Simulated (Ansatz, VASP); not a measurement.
## BeBi: VASP beside Ansatz

File INCAR:

```
PREC = Accurate
ENCUT = 600
EDIFF = 1E-7
ISMEAR = 0
SIGMA = 0.1
LREAL = False
LASPH = True
NELM = 60
ALGO = Normal
ISIF = 3
LWAVE = False
LCHARG = False
GGA = PE
IBRION = 2
NSW = 90
EDIFFG = -0.04
```

Contents of KPOINTS:

```
regular mesh
0
Gamma
  4 4 4
```

File POSCAR:

```
BeBi
1.0
    0.0000000000      3.4543621015      3.4543621015
    3.4543621015      0.0000000000      3.4543621015
    3.4543621015      3.4543621015      0.0000000000
Be Bi
2 2
Direct
    0.5000000000      0.5000000000      0.5000000000
    0.7500000000      0.7500000000      0.7500000000
    0.0000000000      0.0000000000      0.0000000000
    0.2500000000      0.2500000000      0.2500000000
```

Input for Ansatz:

```yaml
crystal:
  lattice:
    - [0.0, 3.4543621015, 3.4543621015]
    - [3.4543621015, 0.0, 3.4543621015]
    - [3.4543621015, 3.4543621015, 0.0]
  atoms:
    - { symbol: Be, position: [0.5, 0.5, 0.5] }
    - { symbol: Be, position: [0.75, 0.75, 0.75] }
    - { symbol: Bi, position: [0.0, 0.0, 0.0] }
    - { symbol: Bi, position: [0.25, 0.25, 0.25] }
basis:
  ecutwfc: 420
kpoints:
  mp_grid: { grid: [4, 4, 4] }
hamiltonian:
  xc: pbe
scf:
  occupations: { method: gaussian, width: 0.1 }
  lower_state_search: "off"
output:
  forces: true
  stress: true
  eigenvalues: true
relax:
  adjacent_minimum: "off"
  f_tol: 0.04
  max_steps: 70
  cell: { stress_tol: 0.4 }
```

Alike in both runs: task relaxation of cell and atoms; functional PBE; k mesh 4 × 4 × 4; occupations gaussian, width 0.1 eV; no spin polarisation.

|  | VASP | Ansatz |
| --- | --- | --- |
| version | VASP 6.6.1 | Ansatz 0.2.0 |
| potentials or method | VASP PAW PBE potentials, release 64 (Be, Bi_d), cutoff 600 eV | scalar-relativistic, plane waves, PAW |
| valence electrons in the cell | 34 | 34 |

VASP gave:

- gap on the k mesh at the Fermi level, each at its own relaxed structure (eV): none
- relaxed volume (Å³/atom): 23.23
- relaxed cell length with the largest relative difference (Å): 5.084

Task: Estimate Ansatz's values.

Result: gap on the k mesh at the Fermi level, each at its own relaxed structure (eV): none; relaxed volume (Å³/atom): 23.36; relaxed cell length with the largest relative difference (Å): 5.093.

A gap of «none» marks a metal or a gap that the smearing closes.

The k mesh is coarse, so the values compare programs but aren't converged. Neither program's run includes spin-orbit coupling.
